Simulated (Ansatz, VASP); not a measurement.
**One calculation of P, two programs**

File INCAR:

```
  PREC = Accurate
  ENCUT = 520
  EDIFF = 1E-7
  ISMEAR = 0
  SIGMA = 0.15
  LREAL = F
  LASPH = T
  NELM = 100
  ALGO = Normal
  ISIF = 2
  LWAVE = F
  LCHARG = F
  GGA = PS
  NBANDS = 18
```

Contents of KPOINTS:

```
Automatic mesh
0
Gamma
  24 24 6
```

File POSCAR:

```
P
1.0
   -2.4347371633      0.0000000000     -0.0052449062
    0.0000000000     -2.4346254889      0.0000000000
   -0.9936992794      0.0000000000      9.5837971430
P
4
Direct
    0.7500000000      0.0000000000      0.6250000000
    0.9500000000      0.0000000000      0.1250000000
   -0.3500000000      0.0000000000      0.8750000000
   -0.1500000000      0.0000000000      0.3750000000
```

Input for Ansatz:

```yaml
crystal:
  lattice:
    - [-2.4347371633, 0.0, -0.0052449062]
    - [0.0, -2.4346254889, 0.0]
    - [-0.9936992794, 0.0, 9.583797143]
  atoms:
    - { symbol: P, position: [0.75, 0.0, 0.625] }
    - { symbol: P, position: [0.95, 0.0, 0.125] }
    - { symbol: P, position: [-0.35, 0.0, 0.875] }
    - { symbol: P, position: [-0.15, 0.0, 0.375] }
basis:
  ecutwfc: 420
kpoints:
  mp_grid: { grid: [24, 24, 6] }
hamiltonian:
  xc: pbesol
scf:
  occupations: { method: gaussian, width: 0.15 }
output:
  forces: true
  stress: true
  eigenvalues: true
```

Alike in both runs: task single point; functional PBEsol; k mesh 24 × 24 × 6; occupations gaussian, width 0.15 eV; no spin polarisation.

|  | VASP | Ansatz |
| --- | --- | --- |
| version | VASP 6.6.1 | Ansatz 0.2.0 |
| potentials or method | VASP PAW PBE potentials, release 64 (P), cutoff 520 eV | scalar-relativistic, plane waves, PAW |
| valence electrons in the cell | 20 | 20 |

```tsv
	VASP	Ansatz	Ansatz less VASP
gap on the k mesh at the Fermi level (eV)	none	none	-
pressure (GPa)	0.8	0.7	-0.11
traceless stress, the component that is largest in VASP (GPa)	2.82	2.82	+0.002
rms of the force components (eV/Å)	0.253	0.251	-0.0025
```

VASP's potentials were made for PBE, not for PBEsol. Atom by atom the forces differ by 0.003 eV/Å (rms over components). A gap of «none» marks a metal or a gap that the smearing closes.
